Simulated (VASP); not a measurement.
Input of a VASP 6.6.1 run:

INCAR

```
PREC = Accurate
ENCUT = 520
EDIFF = 1E-6
ISMEAR = -1
SIGMA = 0.05
LREAL = F
LASPH = T
NELM = 60
ALGO = Normal
ISIF = 2
LWAVE = F
LCHARG = F
GGA = PS
NBANDS = 20
```

File KPOINTS:

```
regular mesh
0
Gamma
  10 10 10
```

POSCAR

```
MoS2
1.0
    1.5855000000      0.9153888518      6.1149966667
   -1.5855000000      0.9153888518      6.1149966667
    0.0000000000     -1.8307777036      6.1149966667
Mo S
1 2
Direct
    0.0052620000     -0.0115280000      0.0065370000
    0.2490960000      0.2571700000      0.2399380000
    0.7417570000      0.7326440000      0.7698040000
```

Potentials or basis: VASP PAW PBE potentials, release 64 (Mo_sv, S).

Run with:

```bash
$ cat potpaw_PBE.64/Mo_sv/POTCAR potpaw_PBE.64/S/POTCAR > POTCAR
$ mpirun -np 1 vasp_std > vasp.out
```

Problem. What does it give for the pressure?

Solution. 3.8 GPa.

Problem. Predict the largest force.

Solution. 1.358 eV/Å.

Stress tensor (GPa, compression positive):
```
 3.55 -0.40 -1.09
-0.40  0.27  3.51
-1.09  3.51  7.48
```

Caveat: the cell differs from its parent crystal (atoms moved at random); the cell stands under pressure; the PAW data sets were made with another functional, which shifts forces and pressure a little.
